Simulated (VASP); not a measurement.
# Fe (P6/mmm) in VASP: notebook

Runs on Fe. Level: PBEsol. Tasks: single point.

Program: VASP 6.6.1. These are calculated values, not measurements. Logs are shortened: lines on timing, memory, paths and dates and some standing lists are left out, and cuts for length are marked.

### Step 1. The cell of the first run

It takes space group P6/mmm (No. 191, hexagonal). The conventional cell has a = 3.809 Å, b = 3.809 Å, c = 2.393 Å, α = 90.00°, β = 90.00°, γ = 120.00°. Fe (site symmetry 6/mmm) has 14 Fe at 2.39 to 2.50 Å within 3.2 Å. Within 2.9 Å of Fe (site symmetry -6m2) lie 11 Fe at 2.20 to 2.50 Å.

This isn't the form of Fe at room conditions, which is bcc.

### Step 2. Single point, PBEsol

Contents of INCAR:

```
SYSTEM = Fe
ALGO     = Normal         ! electronic algorithm
EDIFF    = 1E-6           ! SCF threshold, eV
ENCUT    = 520            ! plane-wave cutoff, eV
GGA      = PS             ! functional
ISIF     = 2              ! what is computed and relaxed
ISMEAR   = -1             ! smearing method
LASPH    = .True.         ! aspherical terms in the spheres
LCHARG   = .False.        ! write CHGCAR
LREAL    = .False.        ! projectors in reciprocal space
LWAVE    = .False.        ! write WAVECAR
NBANDS   = 19             ! bands
NELM     = 60             ! most SCF steps
PREC     = Accurate       ! precision mode
SIGMA    = 0.1            ! smearing width, eV
```

Contents of KPOINTS:

```
k-points
0
Gamma
  9 9 13
  0 0 0
```

Contents of POSCAR:

```
Fe
1.0
    3.8094953719      0.0000000000      0.0000000000
   -1.9047476859      3.2991197677      0.0000000000
    0.0000000000      0.0000000000      2.3929989098
Fe
3
Direct
    1.0000000000      1.0000000000      0.0000000000
    0.3333333333      0.6666666667      0.5000000000
    0.6666666667      0.3333333333      0.5000000000
```

Potentials or basis: VASP PAW PBE potentials, release 64 (Fe).

On the command line:

```
$ cat potpaw_PBE.64/Fe/POTCAR > POTCAR
$ mpirun -np 1 vasp_std > vasp.out
```

OUTCAR:

```text
SYSTEM = Fe
   EDIFF = 1E-6
   ENCUT = 520
   GGA = PS
   ISIF = 2
   ISMEAR = -1
   LASPH = .True.
   LREAL = .False.
   NELM = 60
   PREC = Accurate

 ion  position               nearest neighbor table
   1  0.000  0.000  0.000-   2 2.50   3 2.50   2 2.50   3 2.50   3 2.50   3 2.50   2 2.50   2 2.50
                             3 2.50   3 2.50   2 2.50   2 2.50
   2  0.333  0.667  0.500-   3 2.20   3 2.20   3 2.20   1 2.50   1 2.50   1 2.50   1 2.50   1 2.50
                             1 2.50
   3  0.667  0.333  0.500-   2 2.20   2 2.20   2 2.20   1 2.50   1 2.50   1 2.50   1 2.50   1 2.50
                             1 2.50

  LATTYP: Found a hexagonal cell.
 ALAT       =     3.8094953719
 C/A-ratio  =     0.6281669030

  Lattice vectors:

 A1 = (   3.8094953719,   0.0000000000,   0.0000000000)
 A2 = (  -1.9047476859,   3.2991197677,   0.0000000000)
 A3 = (   0.0000000000,   0.0000000000,   2.3929989098)

Analysis of symmetry for initial positions (statically):
=====================================================================
 Subroutine PRICEL returns:
 Original cell was already a primitive cell.

 Routine SETGRP: Setting up the symmetry group for a
 hexagonal supercell.

 Subroutine GETGRP returns: Found 24 space group operations
 (whereof 24 operations were pure point group operations)
 out of a pool of 24 trial point group operations.

The static configuration has the point symmetry D_6h.

Analysis of symmetry for dynamics (positions and initial velocities):
=====================================================================
 Subroutine PRICEL returns:
 Original cell was already a primitive cell.

 Routine SETGRP: Setting up the symmetry group for a
 hexagonal supercell.

 Subroutine GETGRP returns: Found 24 space group operations
 (whereof 24 operations were pure point group operations)
 out of a pool of 24 trial point group operations.

The dynamic configuration has the point symmetry D_6h.

 Subroutine INISYM returns: Found 24 space group operations
 (whereof 24 operations are pure point group operations),
 and found     1 'primitive' translations

----------------------------------------------------------------------------------------

                                     Primitive cell

  volume of cell :      30.0752

  direct lattice vectors                    reciprocal lattice vectors
     3.809495372  0.000000000  0.000000000     0.262501960  0.151555577  0.000000000
    -1.904747686  3.299119768  0.000000000     0.000000000  0.303111154  0.000000000
     0.000000000  0.000000000  2.392998910     0.000000000  0.000000000  0.417885690

  length of vectors
     3.809495372  3.809495372  2.392998910     0.303111154  0.303111154  0.417885690

  position of ions in fractional coordinates (direct lattice)
     0.000000000  0.000000000  0.000000000
     0.333333333  0.666666667  0.500000000
     0.666666667  0.333333333  0.500000000

  ion indices of the primitive-cell ions
   primitive index   ion index
                 1           1
                 2           2
                 3           3

----------------------------------------------------------------------------------------

 KPOINTS: k-points

Automatic generation of k-mesh.
 Grid dimensions read from file:
 generate k-points for:    9    9   13

 Generating k-lattice:

  Cartesian coordinates                     Fractional coordinates (reciprocal lattice)
     0.029166884  0.016839509  0.000000000     0.111111111  0.000000000  0.000000000
     0.000000000  0.033679017  0.000000000     0.000000000  0.111111111  0.000000000
     0.000000000  0.000000000  0.032145053     0.000000000  0.000000000  0.076923077

  Length of vectors
     0.033679017  0.033679017  0.032145053

  Shift w.r.t. Gamma in fractional coordinates (k-lattice)
     0.000000000  0.000000000  0.000000000

 Subroutine IBZKPT returns following result:
 ===========================================

 Found     84 irreducible k-points:

 Following reciprocal coordinates:
            Coordinates               Weight
  0.000000  0.000000  0.000000      1.000000
  0.111111  0.000000  0.000000      6.000000
  0.222222  0.000000  0.000000      6.000000
  0.333333 -0.000000  0.000000      6.000000
  0.444444  0.000000  0.000000      6.000000
  0.111111  0.111111  0.000000      6.000000
[... 16 lines left out ...]
  0.333333  0.222222  0.076923     24.000000
  0.333333  0.333333  0.076923      4.000000
 [... further k-points ...]
   k-points           NKPTS =     84   k-points in BZ     NKDIM =     84   number of bands    NBANDS=     19
   number of dos      NEDOS =    301   number of ions     NIONS =      3
   total plane-waves  NPLWV =  14112
   dimension x,y,z NGX =    28 NGY =   28 NGZ =   18
   dimension x,y,z NGXF=    56 NGYF=   56 NGZF=   36
   ions per type =               3
   NGX,Y,Z   is equivalent  to a cutoff of  12.22, 12.22, 12.50 a.u.
   NGXF,Y,Z  is equivalent  to a cutoff of  24.44, 24.44, 25.01 a.u.
 SYSTEM =  Fe
   PREC   = accura    normal or accurate (medium, high low for compatibility)
   ISTART =      0    job   : 0-new  1-cont  2-samecut
   ICHARG =      2    charge: 1-file 2-atom 10-const
   ISPIN  =      1    spin polarized calculation?
   LNONCOLLINEAR =      F non collinear calculations
   LSORBIT =      F    spin-orbit coupling
   LASPH  =      T    aspherical Exc in radial PAW
   ENCUT  =  520.0 eV  38.22 Ry    6.18 a.u.   7.08  7.08  4.45*2*pi/ulx,y,z
   NELM   =     60;   NELMIN=  2; NELMDL= -5     # of ELM steps
   EDIFF  = 0.1E-05   stopping-criterion for ELM
   LREAL  =      F    real-space projection
   EDIFFG = 0.1E-04   stopping-criterion for IOM
   NSW    =      0    number of steps for IOM
   IBRION =     -1    ionic relax: 0-MD 1-quasi-New 2-CG
   NFREE  =      0    steps in history (QN), initial steepest desc. (CG)
   ISIF   =      2    stress and relaxation
   ISYM   =      2    0-nonsym 1-usesym 2-fastsym
   POTIM  = 0.5000    time-step for ionic-motion
   TEBEG  =    0.0;   TEEND  =   0.0 temperature during run
   PSTRESS=    0.0 pullay stress
   NELECT =      24.0000    total number of electrons
   NUPDOWN=      -1.0000    fix difference up-down
   EMIN   =  10.00;   EMAX   =-10.00  energy-range for DOS
   EFERMI =   0.00;   METHOD = LEGACY
   ISMEAR =    -1;   SIGMA  =   0.10  broadening in eV -4-tet -1-fermi 0-gaus
   EFERMI_NEDOS =   21; number of points for ismear=-14 and -15
   IALGO  =     38    algorithm
   IMIX   =      4    mixing-type and parameters
     AMIX     =   0.40;   BMIX     =  1.00
     AMIX_MAG =   1.60;   BMIX_MAG =  1.00
  volume/ion in A,a.u.               =      10.03        67.65
  Fermi-wavevector in a.u.,A,eV,Ry     =   1.518481  2.869512 31.372085  2.305783
  Thomas-Fermi vector in A             =   2.627596
   LORBIT       =      0    0 simple, 1 ext, 2 COOP (PROOUT), +10 PAW based schemes
   GGA     = PS    functional components
   LHFCALC =     F    Hartree Fock is set to
   AEXX    =    0.0000 exact exchange contribution
   IVDW    =     0    specifies the selected vdW correction
   LEPSILON=     F    determine dielectric tensor
   LRPA    =     F    only Hartree local field effects (RPA)
 non-spin polarized calculation
  energy-cutoff  :      520.00
  volume of cell :       30.08
 maximum number of plane-waves:       828
   NGX = 15   NGY = 15   NGZ =  9

 number of electron      24.0000013 magnetization

 Free energy of the ion-electron system (eV)
  ---------------------------------------------------
  ext. energy  EPLUGINS =         0.00000000
  ---------------------------------------------------
  free energy    TOTEN  =       -26.34499134 eV

  energy without entropy =      -26.17261207  energy(sigma->0) =      -26.25880171

 E-fermi :   7.0713     XC(G=0): -14.0346

 val. band max:        7.0675421692   @ k =   0.4444   0.0000   0.1538
 cond. band min:       7.0747865229   @ k =   0.2222   0.1111   0.2308
 fundamental gap:      0.0072443538
 Fermi energy:         7.0713166132

 k-point     1 :       0.0000    0.0000    0.0000
  band No.  band energies     occupation
      1      -2.1023      2.00000
      2       2.4427      2.00000
      3       4.0794      2.00000
      4       4.0794      2.00000
      5       4.1099      2.00000
      6       4.1099      2.00000
[... 11 lines left out ...]
     18      15.2089      0.00000
     19      15.2108      0.00000

 k-point     2 :       0.1111    0.0000    0.0000
  band No.  band energies     occupation
      1      -1.9096      2.00000
      2       2.4829      2.00000
      3       3.5502      2.00000
      4       3.7993      2.00000
      5       4.1423      2.00000
      6       4.5962      2.00000
[... 11 lines left out ...]
     18      13.3630      0.00000
     19      16.2813      0.00000

 k-point     3 :       0.2222    0.0000    0.0000
  band No.  band energies     occupation
      1      -1.3492      2.00000
      2       2.4488      2.00000
      3       3.0812      2.00000
      4       3.6967      2.00000
      5       3.7387      2.00000
      6       4.7601      2.00000
[... 11 lines left out ...]
     18      11.6473      0.00000
     19      16.3294      0.00000

 k-point     4 :       0.3333   -0.0000    0.0000
  band No.  band energies     occupation
      1      -0.4780      2.00000
      2       2.0933      2.00000
      3       2.7069      2.00000
      4       3.5434      2.00000
      5       3.7491      2.00000
      6       4.5640      2.00000
[... 11 lines left out ...]
     18      10.0676      0.00000
     19      16.2847      0.00000

 k-point     5 :       0.4444    0.0000    0.0000
  band No.  band energies     occupation
      1       0.5887      2.00000
      2       1.6430      2.00000
      3       1.9989      2.00000
      4       3.8450      2.00000
      5       3.8651      2.00000
      6       4.2336      2.00000
[... 11 lines left out ...]
     18       8.6514      0.00000
     19      16.2658      0.00000

 k-point     6 :       0.1111    0.1111    0.0000
  band No.  band energies     occupation
      1      -1.5333      2.00000
      2       2.4974      2.00000
      3       3.2502      2.00000
      4       3.3748      2.00000
      5       4.3039      2.00000
      6       4.6053      2.00000
[... 11 lines left out ...]
     18      11.7706      0.00000
     19      17.3119      0.00000

 k-point     7 :       0.2222    0.1111    0.0000
  band No.  band energies     occupation
      1      -0.8203      2.00000
      2       2.2561      2.00000
      3       2.8082      2.00000
      4       3.3826      2.00000
      5       4.1082      2.00000
      6       4.6996      2.00000
[... 11 lines left out ...]
     18      10.3579      0.00000
     19      17.1191      0.00000

 k-point     8 :       0.3333    0.1111    0.0000
  band No.  band energies     occupation
      1       0.1377      2.00000
      2       1.8602      2.00000
      3       2.2707      2.00000
      4       3.6786      2.00000
      5       3.9912      2.00000
      6       4.4553      2.00000
[... 256 lines left out ...]
 k-point    20 :       0.3333    0.1111    0.0769
  band No.  band energies     occupation
      1       0.2816      2.00000
      2       1.9706      2.00000
      3       2.3658      2.00000
      4       3.7182      2.00000
      5       3.9875      2.00000
      6       4.5190      2.00000
[... 11 lines left out ...]
     18       9.3812      0.00000
     19      17.0316      0.00000

 k-point    21 :       0.4444    0.1111    0.0769
  band No.  band energies     occupation
      1       1.1733      2.00000
      2       1.4385      2.00000
      3       2.0140      2.00000
      4       3.9749      2.00000
      5       4.0750      2.00000
      6       4.1888      2.00000
[... 11 lines left out ...]
     18       8.6126      0.00000
     19      16.9924      0.00000

 k-point    22 :       0.2222    0.2222    0.0769
  band No.  band energies     occupation
      1       0.1187      2.00000
      2       2.0228      2.00000
      3       2.4595      2.00000
      4       3.6546      2.00000
      5       4.2585      2.00000
      6       4.6863      2.00000
[... 11 lines left out ...]
     18       9.2491      0.00000
     19      18.8826      0.00000

 k-point    23 :       0.3333    0.2222    0.0769
  band No.  band energies     occupation
      1       0.9673      2.00000
      2       1.7000      2.00000
      3       2.0795      2.00000
      4       4.0011      2.00000
      5       4.1745      2.00000
      6       4.4806      2.00000
[... 11 lines left out ...]
     18       8.4133      0.00000
     19      18.7838      0.00000

 k-point    24 :       0.3333    0.3333    0.0769
  band No.  band energies     occupation
      1       1.2588      2.00000
      2       1.8061      2.00000
      3       1.8061      2.00000
      4       4.1691      2.00000
      5       4.1691      2.00000
      6       4.5693      2.00000
[... 11 lines left out ...]
     18       8.0281      0.00014
     19      20.8802      0.00000

 [... further k-points ...]

------------------------ aborting loop because EDIFF is reached ----------------------------------------

  FORCE on cell =-STRESS in cart. coord.  units (eV):
  Direction    XX          YY          ZZ          XY          YZ          ZX
  --------------------------------------------------------------------------------------
  -------------------------------------------------------------------------------------
  Total       -0.0758854     -0.0758854     -0.0437240     -0.0000000     -0.0000000     -0.0000000
  in kB       -4.0425974     -4.0425974     -2.3292866     -0.0000000     -0.0000000     -0.0000000
  external PRESSURE =      -3.4714938 kB  Pullay stress =       0.0000000 kB

 VOLUME and BASIS-vectors are now :
 -----------------------------------------------------------------------------
  energy-cutoff  :      520.00
  volume of cell :       30.08
      direct lattice vectors                 reciprocal lattice vectors
     3.809495372  0.000000000  0.000000000     0.262501960  0.151555577  0.000000000
    -1.904747686  3.299119768  0.000000000     0.000000000  0.303111154  0.000000000
     0.000000000  0.000000000  2.392998910     0.000000000  0.000000000  0.417885690

 POSITION                                       TOTAL-FORCE (eV/Angst)
 -----------------------------------------------------------------------------------
      0.00000      0.00000      0.00000        -0.000000      0.000000      0.000000
     -0.00000      2.19941      1.19650        -0.000000      0.000000     -0.000000
      1.90475      1.09971      1.19650         0.000000     -0.000000      0.000000
 -----------------------------------------------------------------------------------
    total drift:                               -0.000000      0.000000     -0.000000

  FREE ENERGIE OF THE ION-ELECTRON SYSTEM (eV)
  ---------------------------------------------------
  free  energy   TOTEN  =       -26.3449913446 eV

  energy  without entropy=      -26.1726120690  energy(sigma->0) =      -26.25880171
```

It took 36 s on 1 thread of Intel Xeon 8259CL, shared host; peak memory 0.16 GiB.

Results:

```
Free energy            : -26.3450 eV
Pressure               : -0.3 GPa
Band gap on the k mesh : zero (bands 12 and 13 overlap by 1.49 eV)
```

Stress tensor (GPa, compression positive):
```
-0.40  0.00  0.00
 0.00 -0.40  0.00
 0.00  0.00 -0.23
```

Caveat: the PAW data sets were made with another functional, which shifts forces and pressure a little; the run has no spin polarisation, though such a crystal can be magnetic.

(Continued in part 2 of 2.)
